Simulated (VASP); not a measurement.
CuO: single point with PBEsol

Crystal: CuO.

```
Cu O
1.0
     1.99097   -2.15355    0.00000
     1.99097    2.15355    0.00000
     0.00000    0.00000    5.15593
Cu O
2 2
Direct
  0.00000 0.50000 0.00000
  0.50000 0.00000 0.50000
  0.50000 0.50000 0.25000
  0.50000 0.50000 0.75000
```

| Property | Result |
| --- | --- |
| Program | VASP 6.6.1 |
| Task | single point |
| Functional | PBEsol |
| Potentials or basis | VASP PAW PBE potentials, release 64 (Cu, O) |
| Cutoff | 520 eV |
| k mesh | 14 × 14 × 8 |
| Occupations | gaussian, width 0.05 eV |
| Spin | no spin polarisation |

```
Pressure               : -5.4 GPa
Band gap on the k mesh : zero (bands 17 and 18 overlap by 1.10 eV)
```

Stress tensor (GPa, compression positive):
```
-4.04  0.00  0.00
 0.00 -5.51  0.00
 0.00  0.00 -6.62
```

Levels at points of the mesh, in eV from the Fermi level:
| k point | band 13 | band 14 | band 15 | band 16 | band 17 | band 18 | band 19 | band 20 | band 21 | band 22 |
| --- | --- | --- | --- | --- | --- | --- | --- | --- | --- | --- |
| (0.00, 0.00, 0.00) | -2.36 | -2.36 | -2.29 | -1.89 | 0.58 | 0.76 | 1.36 | 6.00 | 7.25 | 13.17 |
| (0.50, 0.00, 0.00) | -2.25 | -1.87 | -1.56 | -1.49 | 0.21 | 0.46 | 3.61 | 5.87 | 6.31 | 10.88 |
| (0.50, 0.50, 0.00) | -2.34 | -2.32 | -1.63 | -1.21 | -1.15 | 1.12 | 2.10 | 7.18 | 9.07 | 10.30 |
| (0.00, 0.00, 0.50) | -2.27 | -2.27 | -1.54 | -1.54 | 0.10 | 0.10 | 3.43 | 3.43 | 11.53 | 11.53 |
| (0.50, 0.00, 0.50) | -2.35 | -2.33 | -1.99 | -1.81 | -0.16 | 0.67 | 4.27 | 5.86 | 8.04 | 8.65 |
| (0.50, 0.50, 0.50) | -1.89 | -1.89 | -1.40 | -1.40 | -0.52 | -0.52 | 3.97 | 3.97 | 10.03 | 10.03 |

Wall time 2.4 min on 1 thread of Intel(R) Xeon(R) Platinum 8488C (Sapphire Rapids), with other jobs on the host, peak memory 0.36 GiB.

Caveat: the cell stands under tension; the PAW data sets were made with another functional, which shifts forces and pressure a little; semilocal functionals often make such compounds metallic where correlation or magnetic order opens a gap, which also shifts bond lengths. With open d or f shells a metallic result of PBEsol can be an artefact of self-interaction; +U or a hybrid may open a gap.
